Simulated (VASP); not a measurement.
# Sb (Im-3m) in VASP: a series of runs

Runs on Sb. Level: LDA. Tasks: single point.

All numbers are computed with VASP 6.6.1; they aren't measurements. Logs are shortened: lines on timing, memory, paths and dates and some standing lists are left out, and cuts for length are marked.

## (1) The cell of the first run

It takes space group Im-3m (No. 229, cubic). The conventional cell has a = 2.841 Å, b = 2.841 Å, c = 2.841 Å, α = 90.00°, β = 90.00°, γ = 90.00°. Sb (site symmetry m-3m) has 14 Sb at 2.46 to 2.84 Å within 3.2 Å.

## (2) Single point, LDA (volume scaled by 0.45)

INCAR

```
SYSTEM = Sb
PREC = Accurate ; ENCUT = 520
EDIFF = 1E-7 ; ISMEAR = -1
SIGMA = 0.08 ; LREAL = .FALSE.
LASPH = .TRUE. ; NELM = 80
ALGO = Normal ; ISIF = 2
LWAVE = .FALSE. ; LCHARG = .FALSE.
NBANDS = 8
```

KPOINTS

```
regular mesh
0
G
  14 14 14
  0 0 0
```

POSCAR

```
Sb
1.0
   -1.4203279566      1.4203279566      1.4203279566
    1.4203279566     -1.4203279566      1.4203279566
    1.4203279566      1.4203279566     -1.4203279566
Sb
1
Direct
    0.0000000000      0.0000000000      0.0000000000
```

Potentials or basis: VASP PAW LDA potentials, release 64 (Sb).

Launch:

```
> cat potpaw_LDA.64/Sb/POTCAR > POTCAR
> mpirun -np 1 vasp_std > vasp.out
```

OUTCAR:

```text
SYSTEM = Sb
   PREC = Accurate
   ENCUT = 520
   EDIFF = 1E-7
   ISMEAR = -1
   LREAL = .FALSE.
   LASPH = .TRUE.
   NELM = 80
   ISIF = 2

 ion  position               nearest neighbor table
   1  0.000  0.000  0.000-

  LATTYP: Found a body centered cubic cell.
 ALAT       =     2.8406559132

  Lattice vectors:

 A1 = (  -1.4203279566,   1.4203279566,   1.4203279566)
 A2 = (   1.4203279566,  -1.4203279566,   1.4203279566)
 A3 = (   1.4203279566,   1.4203279566,  -1.4203279566)

Analysis of symmetry for initial positions (statically):
=====================================================================
 Subroutine PRICEL returns:
 Original cell was already a primitive cell.

 Routine SETGRP: Setting up the symmetry group for a
 body centered cubic supercell.

 Subroutine GETGRP returns: Found 48 space group operations
 (whereof 48 operations were pure point group operations)
 out of a pool of 48 trial point group operations.

The static configuration has the point symmetry O_h .

Analysis of symmetry for dynamics (positions and initial velocities):
=====================================================================
 Subroutine PRICEL returns:
 Original cell was already a primitive cell.

 Routine SETGRP: Setting up the symmetry group for a
 body centered cubic supercell.

 Subroutine GETGRP returns: Found 48 space group operations
 (whereof 48 operations were pure point group operations)
 out of a pool of 48 trial point group operations.

The dynamic configuration has the point symmetry O_h .

 Subroutine INISYM returns: Found 48 space group operations
 (whereof 48 operations are pure point group operations),
 and found     1 'primitive' translations

----------------------------------------------------------------------------------------

                                     Primitive cell

  volume of cell :      11.4611

  direct lattice vectors                    reciprocal lattice vectors
    -1.420327957  1.420327957  1.420327957     0.000000000  0.352031373  0.352031373
     1.420327957 -1.420327957  1.420327957     0.352031373  0.000000000  0.352031373
     1.420327957  1.420327957 -1.420327957     0.352031373  0.352031373  0.000000000

  length of vectors
     2.460080184  2.460080184  2.460080184     0.497847541  0.497847541  0.497847541

  position of ions in fractional coordinates (direct lattice)
     0.000000000  0.000000000  0.000000000

  ion indices of the primitive-cell ions
   primitive index   ion index
                 1           1

----------------------------------------------------------------------------------------

 KPOINTS: regular mesh

Automatic generation of k-mesh.
 Grid dimensions read from file:
 generate k-points for:   14   14   14

 Generating k-lattice:

  Cartesian coordinates                     Fractional coordinates (reciprocal lattice)
     0.000000000  0.025145098  0.025145098     0.071428571  0.000000000  0.000000000
     0.025145098  0.000000000  0.025145098     0.000000000  0.071428571  0.000000000
     0.025145098  0.025145098  0.000000000     0.000000000  0.000000000  0.071428571

  Length of vectors
     0.035560539  0.035560539  0.035560539

  Shift w.r.t. Gamma in fractional coordinates (k-lattice)
     0.000000000  0.000000000  0.000000000

 Subroutine IBZKPT returns following result:
 ===========================================

 Found    104 irreducible k-points:

 Following reciprocal coordinates:
            Coordinates               Weight
  0.000000  0.000000  0.000000      1.000000
  0.071429  0.000000  0.000000     12.000000
  0.142857  0.000000  0.000000     12.000000
  0.214286  0.000000  0.000000     12.000000
  0.285714  0.000000  0.000000     12.000000
  0.357143  0.000000  0.000000     12.000000
[... 16 lines left out ...]
  0.285714  0.285714  0.000000     24.000000
  0.357143  0.285714  0.000000     24.000000
 [... further k-points ...]
   k-points           NKPTS =    104   k-points in BZ     NKDIM =    104   number of bands    NBANDS=      8
   number of dos      NEDOS =    301   number of ions     NIONS =      1
   total plane-waves  NPLWV =   5832
   dimension x,y,z NGX =    18 NGY =   18 NGZ =   18
   dimension x,y,z NGXF=    36 NGYF=   36 NGZF=   36
   ions per type =               1
   NGX,Y,Z   is equivalent  to a cutoff of  12.16, 12.16, 12.16 a.u.
   NGXF,Y,Z  is equivalent  to a cutoff of  24.33, 24.33, 24.33 a.u.
 SYSTEM =  Sb
   PREC   = accura    normal or accurate (medium, high low for compatibility)
   ISTART =      0    job   : 0-new  1-cont  2-samecut
   ICHARG =      2    charge: 1-file 2-atom 10-const
   ISPIN  =      1    spin polarized calculation?
   LNONCOLLINEAR =      F non collinear calculations
   LSORBIT =      F    spin-orbit coupling
   LASPH  =      T    aspherical Exc in radial PAW
   ENCUT  =  520.0 eV  38.22 Ry    6.18 a.u.   4.57  4.57  4.57*2*pi/ulx,y,z
   NELM   =     80;   NELMIN=  2; NELMDL= -5     # of ELM steps
   EDIFF  = 0.1E-06   stopping-criterion for ELM
   LREAL  =      F    real-space projection
   EDIFFG = 0.1E-05   stopping-criterion for IOM
   NSW    =      0    number of steps for IOM
   IBRION =     -1    ionic relax: 0-MD 1-quasi-New 2-CG
   NFREE  =      0    steps in history (QN), initial steepest desc. (CG)
   ISIF   =      2    stress and relaxation
   ISYM   =      2    0-nonsym 1-usesym 2-fastsym
   POTIM  = 0.5000    time-step for ionic-motion
   TEBEG  =    0.0;   TEEND  =   0.0 temperature during run
   PSTRESS=    0.0 pullay stress
   NELECT =       5.0000    total number of electrons
   NUPDOWN=      -1.0000    fix difference up-down
   EMIN   =  10.00;   EMAX   =-10.00  energy-range for DOS
   EFERMI =   0.00;   METHOD = LEGACY
   ISMEAR =    -1;   SIGMA  =   0.08  broadening in eV -4-tet -1-fermi 0-gaus
   EFERMI_NEDOS =   21; number of points for ismear=-14 and -15
   IALGO  =     38    algorithm
   IMIX   =      4    mixing-type and parameters
     AMIX     =   0.40;   BMIX     =  1.00
     AMIX_MAG =   1.60;   BMIX_MAG =  1.00
  volume/ion in A,a.u.               =      11.46        77.34
  Fermi-wavevector in a.u.,A,eV,Ry     =   1.241622  2.346326 20.975097  1.541626
  Thomas-Fermi vector in A             =   2.376012
   LORBIT       =      0    0 simple, 1 ext, 2 COOP (PROOUT), +10 PAW based schemes
   GGA     = CA    functional components
   LHFCALC =     F    Hartree Fock is set to
   AEXX    =    0.0000 exact exchange contribution
   IVDW    =     0    specifies the selected vdW correction
   LEPSILON=     F    determine dielectric tensor
   LRPA    =     F    only Hartree local field effects (RPA)
 non-spin polarized calculation
  energy-cutoff  :      520.00
  volume of cell :       11.46
 maximum number of plane-waves:       321
   NGX =  9   NGY =  9   NGZ =  9

 number of electron       5.0000000 magnetization

 Free energy of the ion-electron system (eV)
  ---------------------------------------------------
  ext. energy  EPLUGINS =         0.00000000
  ---------------------------------------------------
  free energy    TOTEN  =         3.14838654 eV

  energy without entropy =        3.15439609  energy(sigma->0) =        3.15139132

 E-fermi :  25.9613     XC(G=0): -14.4500

 val. band max:       25.9334220880   @ k =  -0.3571   0.3571   0.2143
 cond. band min:      25.9937231734   @ k =   0.2857   0.1429   0.0000
 fundamental gap:      0.0603010855
 Fermi energy:        25.9613152106

 k-point     1 :       0.0000    0.0000    0.0000
  band No.  band energies     occupation
      1       1.9818      2.00000
      2      35.8634      0.00000
      3      35.8634      0.00000
      4      35.8634      0.00000
      5      38.9760      0.00000
      6      38.9760      0.00000
      7      38.9760      0.00000
      8      40.1338      0.00000

 k-point     2 :       0.0714    0.0000    0.0000
  band No.  band energies     occupation
      1       2.1991      2.00000
      2      34.5846      0.00000
      3      35.5965      0.00000
      4      35.6207      0.00000
      5      38.0513      0.00000
      6      38.4898      0.00000
      7      39.5398      0.00000
      8      39.5834      0.00000

 k-point     3 :       0.1429    0.0000    0.0000
  band No.  band energies     occupation
      1       2.8545      2.00000
      2      31.6706      0.00000
      3      34.6546      0.00000
      4      35.1108      0.00000
      5      36.3016      0.00000
      6      37.6235      0.00000
      7      39.4865      0.00000
      8      40.8929      0.00000

 k-point     4 :       0.2143    0.0000    0.0000
  band No.  band energies     occupation
      1       3.9560      2.00000
      2      27.9860      0.00000
      3      33.1971      0.00000
      4      34.3577      0.00000
      5      34.6791      0.00000
      6      36.9643      0.00000
      7      40.3699      0.00000
      8      41.1800      0.00000

 k-point     5 :       0.2857    0.0000    0.0000
  band No.  band energies     occupation
      1       5.5121      2.00000
      2      24.0398      2.00000
      3      31.7740      0.00000
      4      32.4903      0.00000
      5      34.3571      0.00000
      6      36.5852      0.00000
      7      41.5613      0.00000
      8      41.6607      0.00000
[... 177 lines left out ...]
 k-point    22 :       0.3571    0.2143    0.0000
  band No.  band energies     occupation
      1      12.8984      2.00000
      2      16.1969      2.00000
      3      21.8917      2.00000
      4      29.4821      0.00000
      5      36.5189      0.00000
      6      39.7481      0.00000
      7      41.7621      0.00000
      8      43.9529      0.00000

 k-point    23 :       0.2857    0.2857    0.0000
  band No.  band energies     occupation
      1      12.7292      2.00000
      2      18.7958      2.00000
      3      18.9665      2.00000
      4      29.4662      0.00000
      5      37.2913      0.00000
      6      38.8594      0.00000
      7      42.5116      0.00000
      8      44.6988      0.00000

 k-point    24 :       0.3571    0.2857    0.0000
  band No.  band energies     occupation
      1      15.3167      2.00000
      2      15.9564      2.00000
      3      18.6382      2.00000
      4      29.3314      0.00000
      5      37.6205      0.00000
      6      38.8723      0.00000
      7      42.1800      0.00000
      8      44.8723      0.00000

 [... further k-points ...]
[... 5 lines left out ...]
  --------------------------------------------------------------------------------------
  -------------------------------------------------------------------------------------
  Total       27.1558579     27.1558579     27.1558579      0.0000000     -0.0000000      0.0000000
  in kB     3796.1923684   3796.1923684   3796.1923684      0.0000000     -0.0000000      0.0000000
  external PRESSURE =    3796.1923684 kB  Pullay stress =       0.0000000 kB

 VOLUME and BASIS-vectors are now :
 -----------------------------------------------------------------------------
  energy-cutoff  :      520.00
  volume of cell :       11.46
      direct lattice vectors                 reciprocal lattice vectors
    -1.420327957  1.420327957  1.420327957     0.000000000  0.352031373  0.352031373
     1.420327957 -1.420327957  1.420327957     0.352031373  0.000000000  0.352031373
     1.420327957  1.420327957 -1.420327957     0.352031373  0.352031373  0.000000000

 POSITION                                       TOTAL-FORCE (eV/Angst)
 -----------------------------------------------------------------------------------
      0.00000      0.00000      0.00000        -0.000000      0.000000     -0.000000
 -----------------------------------------------------------------------------------
    total drift:                               -0.000000      0.000000     -0.000000

  FREE ENERGIE OF THE ION-ELECTRON SYSTEM (eV)
  ---------------------------------------------------
  free  energy   TOTEN  =         3.1483865401 eV

  energy  without entropy=        3.1543960899  energy(sigma->0) =        3.15139132
```

Wall time 6.9 s (1 thread of AMD EPYC 7R13 (Zen 3), shared host); peak memory 0.09 GiB.

Results:

- Free energy: 3.1484 eV
- Pressure: 379.6 GPa

Levels at points of the mesh, in eV from the Fermi level:
| k point | band 1 | band 2 | band 3 | band 4 | band 5 | band 6 | band 7 | band 8 |
| --- | --- | --- | --- | --- | --- | --- | --- | --- |
| (0.00, 0.00, 0.00) | -23.98 | 9.90 | 9.90 | 9.90 | 13.01 | 13.01 | 13.01 | 14.17 |
| (0.50, 0.00, 0.00) | -13.85 | -12.01 | 3.61 | 3.74 | 8.02 | 10.38 | 17.61 | 17.64 |
| (0.50, 0.50, 0.50) | -5.50 | -5.50 | -5.50 | 0.92 | 0.96 | 0.96 | 19.59 | 19.87 |

Caveat: spin-orbit coupling is left out, which moves the levels of the heavy elements.

## (3) Single point, LDA (volume scaled by 0.45)

INCAR

```
SYSTEM = Sb
PREC = Accurate ; ENCUT = 520
EDIFF = 1E-6 ; ISMEAR = -1
SIGMA = 0.08 ; LREAL = .FALSE.
LASPH = .TRUE. ; NELM = 60
ALGO = Normal ; ISIF = 2
LWAVE = .FALSE. ; LCHARG = .FALSE.
GGA = CA ; NBANDS = 8
```

KPOINTS is that of step 2.

POSCAR is that of step 2.

Potentials or basis: VASP PAW LDA potentials, release 64 (Sb).

Launch:

```
> cat potpaw_LDA.64/Sb/POTCAR > POTCAR
> mpirun -np 1 vasp_std > vasp.out
```

OUTCAR:

```text
SYSTEM = Sb
   PREC = Accurate
   ENCUT = 520
   EDIFF = 1E-6
   ISMEAR = -1
   LREAL = .FALSE.
   LASPH = .TRUE.
   NELM = 60
   ISIF = 2
   GGA = CA

 ion  position               nearest neighbor table
   1  0.000  0.000  0.000-

  LATTYP: Found a body centered cubic cell.
 ALAT       =     2.8406559132

  Lattice vectors:

 A1 = (  -1.4203279566,   1.4203279566,   1.4203279566)
 A2 = (   1.4203279566,  -1.4203279566,   1.4203279566)
 A3 = (   1.4203279566,   1.4203279566,  -1.4203279566)

Analysis of symmetry for initial positions (statically):
=====================================================================
 Subroutine PRICEL returns:
 Original cell was already a primitive cell.

 Routine SETGRP: Setting up the symmetry group for a
 body centered cubic supercell.

 Subroutine GETGRP returns: Found 48 space group operations
 (whereof 48 operations were pure point group operations)
 out of a pool of 48 trial point group operations.

The static configuration has the point symmetry O_h .

Analysis of symmetry for dynamics (positions and initial velocities):
=====================================================================
 Subroutine PRICEL returns:
[... 151 lines left out ...]

  energy without entropy =        3.15439609  energy(sigma->0) =        3.15139132

 E-fermi :  25.9613     XC(G=0): -14.4500

 val. band max:       25.9334220882   @ k =  -0.3571   0.3571   0.2143
 cond. band min:      25.9937231734   @ k =   0.2857   0.1429   0.0000
 fundamental gap:      0.0603010852
 Fermi energy:        25.9613152107

 k-point     1 :       0.0000    0.0000    0.0000
  band No.  band energies     occupation
      1       1.9818      2.00000
      2      35.8634      0.00000
      3      35.8634      0.00000
      4      35.8634      0.00000
      5      38.9760      0.00000
      6      38.9760      0.00000
      7      38.9760      0.00000
      8      40.1338      0.00000
[... 243 lines left out ...]
 k-point    24 :       0.3571    0.2857    0.0000
  band No.  band energies     occupation
      1      15.3167      2.00000
      2      15.9564      2.00000
      3      18.6382      2.00000
      4      29.3314      0.00000
      5      37.6205      0.00000
      6      38.8723      0.00000
      7      42.1800      0.00000
      8      44.8723      0.00000

 [... further k-points ...]
[... 5 lines left out ...]
  --------------------------------------------------------------------------------------
  -------------------------------------------------------------------------------------
  Total       27.1558543     27.1558543     27.1558543     -0.0000000     -0.0000000      0.0000000
  in kB     3796.1918757   3796.1918757   3796.1918757     -0.0000000     -0.0000000      0.0000000
  external PRESSURE =    3796.1918757 kB  Pullay stress =       0.0000000 kB

 VOLUME and BASIS-vectors are now :
 -----------------------------------------------------------------------------
  energy-cutoff  :      520.00
  volume of cell :       11.46
      direct lattice vectors                 reciprocal lattice vectors
    -1.420327957  1.420327957  1.420327957     0.000000000  0.352031373  0.352031373
     1.420327957 -1.420327957  1.420327957     0.352031373  0.000000000  0.352031373
     1.420327957  1.420327957 -1.420327957     0.352031373  0.352031373  0.000000000

 POSITION                                       TOTAL-FORCE (eV/Angst)
 -----------------------------------------------------------------------------------
      0.00000      0.00000      0.00000         0.000000      0.000000     -0.000000
 -----------------------------------------------------------------------------------
    total drift:                               -0.000000     -0.000000     -0.000000

  FREE ENERGIE OF THE ION-ELECTRON SYSTEM (eV)
  ---------------------------------------------------
  free  energy   TOTEN  =         3.1483865403 eV

  energy  without entropy=        3.1543960901  energy(sigma->0) =        3.15139132
```

OSZICAR:

```text
N       E                     dE             d eps       ncg     rms          rms(c)
DAV:   1     0.137301250945E+02    0.13730E+02   -0.19319E+03  1904   0.436E+02
DAV:   2     0.293130446242E+01   -0.10799E+02   -0.10247E+02  2000   0.670E+01
DAV:   3     0.282274375919E+01   -0.10856E+00   -0.10838E+00  2176   0.753E+00
DAV:   4     0.282253083986E+01   -0.21292E-03   -0.21292E-03  2344   0.355E-01
DAV:   5     0.282253066438E+01   -0.17548E-06   -0.17676E-06  2176   0.751E-03    0.908E+00
DAV:   6     0.304059248573E+01    0.21806E+00   -0.38302E-02  2144   0.141E+00    0.582E+00
DAV:   7     0.314498958750E+01    0.10440E+00   -0.78989E-02  2248   0.205E+00    0.136E-01
DAV:   8     0.314838703095E+01    0.33974E-02   -0.51683E-03  1976   0.519E-01    0.631E-02
DAV:   9     0.314837502082E+01   -0.12010E-04   -0.31813E-05  2336   0.413E-02    0.178E-02
DAV:  10     0.314838644429E+01    0.11423E-04   -0.48382E-06  1952   0.166E-02    0.198E-02
DAV:  11     0.314838654027E+01    0.95972E-07   -0.81053E-08  1944   0.216E-03
   1 F= 0.31483865E+01 E0= 0.31513913E+01  d E =-.600955E-02
```

stdout:

```text
POSCAR found type information on POSCAR Sb
 POSCAR found :  1 types and       1 ions
 scaLAPACK will be used
 LDA part: xc-table for (Slater(with rela. corr.)+CA(PZ))
 , standard interpolation
 POSCAR, INCAR and KPOINTS ok, starting setup
 FFT: planning ... GRIDC
 FFT: planning ... GRID_SOFT
 FFT: planning ... GRID
 WAVECAR not read
 entering main loop
```

Run time: 6.5 s. Hardware: 1 thread of AMD EPYC 7R13 (Zen 3), shared host; peak memory 0.09 GiB.

Results:

- Free energy: 3.1484 eV
- Pressure: 379.6 GPa

Levels at points of the mesh, in eV from the Fermi level:
```
           k point  band 1  band 2  band 3  band 4  band 5  band 6  band 7
(0.00, 0.00, 0.00)  -23.98    9.90    9.90    9.90   13.01   13.01   13.01
(0.50, 0.00, 0.00)  -13.85  -12.01    3.61    3.74    8.02   10.38   17.61
(0.50, 0.50, 0.50)   -5.50   -5.50   -5.50    0.92    0.96    0.96   19.59
```

Caveat: spin-orbit coupling is left out, which moves the levels of the heavy elements.
